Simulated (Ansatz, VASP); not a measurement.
# Two plane-wave programs on NaI

INCAR

```
PREC = Accurate ; ENCUT = 520
EDIFF = 1E-6 ; ISMEAR = 0
SIGMA = 0.05 ; LREAL = False
LASPH = True ; NELM = 80
ALGO = Normal ; ISIF = 2
LWAVE = False ; LCHARG = False
GGA = PE ; NBANDS = 14
```

Contents of KPOINTS:

```
regular mesh
0
Gamma
  10 10 10
```

Contents of POSCAR:

```
NaI
1.0
    0.0000000000      3.2204162926      3.2204162926
    3.2204162926      0.0000000000      3.2204162926
    3.2204162926      3.2204162926      0.0000000000
Na I
1 1
Direct
    0.0000000000      0.0000000000      0.0000000000
    0.5000000000      0.5000000000      0.5000000000
```

Input for Ansatz:

```yaml
crystal:
  lattice:
    - [0.0, 3.2204162926, 3.2204162926]
    - [3.2204162926, 0.0, 3.2204162926]
    - [3.2204162926, 3.2204162926, 0.0]
  atoms:
    - { symbol: Na, position: [0.0, 0.0, 0.0] }
    - { symbol: I, position: [0.5, 0.5, 0.5] }
basis:
  ecutwfc: 420
  ecutrho_ratio: 4
kpoints:
  mp_grid: { grid: [10, 10, 10] }
hamiltonian:
  xc: pbe
scf:
  occupations: { method: gaussian, width: 0.05 }
output:
  forces: true
  stress: true
  eigenvalues: true
```

Alike in both runs: task single point; functional PBE; k mesh 10 × 10 × 10; occupations gaussian, width 0.05 eV; no spin polarisation.

```csv
,VASP,Ansatz
version,VASP 6.6.1,Ansatz 0.2.0
potentials or method,"VASP PAW PBE potentials, release 64 (Na_pv, I), cutoff 520 eV","scalar-relativistic, plane waves, PAW"
valence electrons in the cell,14,26
```

```tsv
	VASP	Ansatz	Ansatz less VASP
gap on the k mesh at the Fermi level (eV)	3.68	3.68	+0.004
least direct gap on the mesh (eV)	3.68	3.68	+0.004
pressure (GPa)	0.7	0.7	-0.03
```

VASP's potentials hold 14 valence electrons a cell and Ansatz's 26, so a difference there can come from the potentials and not from the codes.

Spin-orbit coupling is off throughout.
